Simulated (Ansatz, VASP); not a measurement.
C in VASP and in Ansatz

INCAR

```
SYSTEM = C
PREC = Accurate ; ENCUT = 520
EDIFF = 1E-6 ; ISMEAR = 0
SIGMA = 0.05 ; LREAL = .False.
LASPH = .True. ; NELM = 100
ALGO = Normal ; ISIF = 2
LWAVE = .False. ; LCHARG = .False.
GGA = PE ; IVDW = 12
NBANDS = 11
```

File KPOINTS:

```
Automatic mesh
0
Gamma
  15 15 15
  0 0 0
```

The input POSCAR:

```
C
1.0
    1.2016689031      0.6937838646      3.2769132065
   -1.2016689031      0.6937838646      3.2769132065
    0.0000000000     -1.3875677293      3.2769132064
C
2
Direct
    0.1760175946      0.1760175946      0.1760175946
    0.8239824054      0.8239824054      0.8239824054
```

Input for Ansatz:

```yaml
crystal:
  lattice:
    - [1.2016689031, 0.6937838646, 3.2769132065]
    - [-1.2016689031, 0.6937838646, 3.2769132065]
    - [0.0, -1.3875677293, 3.2769132064]
  atoms:
    - { symbol: C, position: [0.1760175946, 0.1760175946, 0.1760175946] }
    - { symbol: C, position: [0.8239824054, 0.8239824054, 0.8239824054] }
basis:
  ecutwfc: 520.0
kpoints:
  mp_grid: { grid: [15, 15, 15] }
hamiltonian:
  xc: pbe
  pseudopotentials: { kind: paw, azcp: { folder: soft_1 } }
  dispersion: d3bj
scf:
  occupations: { method: gaussian, width: 0.05 }
output:
  forces: true
  stress: true
  eigenvalues: true
  write_density: true
  write_potential: true
  elf: true
  volumetric_format: npy
```

Change from the starting cell: mode 4 frozen in at +0.095 Å, equal normal strain along x, y and z -0.0250.

Alike in both runs: task single point; functional PBE; dispersion D3(BJ); k mesh 15 × 15 × 15; occupations gaussian, width 0.05 eV; no spin polarisation.

```csv
,VASP,Ansatz
version,VASP 6.6.1,Ansatz 0.2.0
potentials or method,"VASP PAW PBE potentials, release 64 (C), cutoff 520 eV","scalar-relativistic, plane waves, PAW"
valence electrons in the cell,8,8
```

```tsv
	VASP	Ansatz	Ansatz less VASP
gap on the k mesh at the Fermi level (eV)	0.44	0.44	-0.001
least direct gap on the mesh (eV)	0.44	0.44	-0.001
pressure (GPa)	23.6	23.1	-0.52
traceless stress, the component that is largest in VASP (GPa)	-28.04	-27.45	+0.589
rms of the force components (eV/Å)	1.754	1.760	+0.0068
```

Atom by atom the forces differ by 0.007 eV/Å (rms over components).
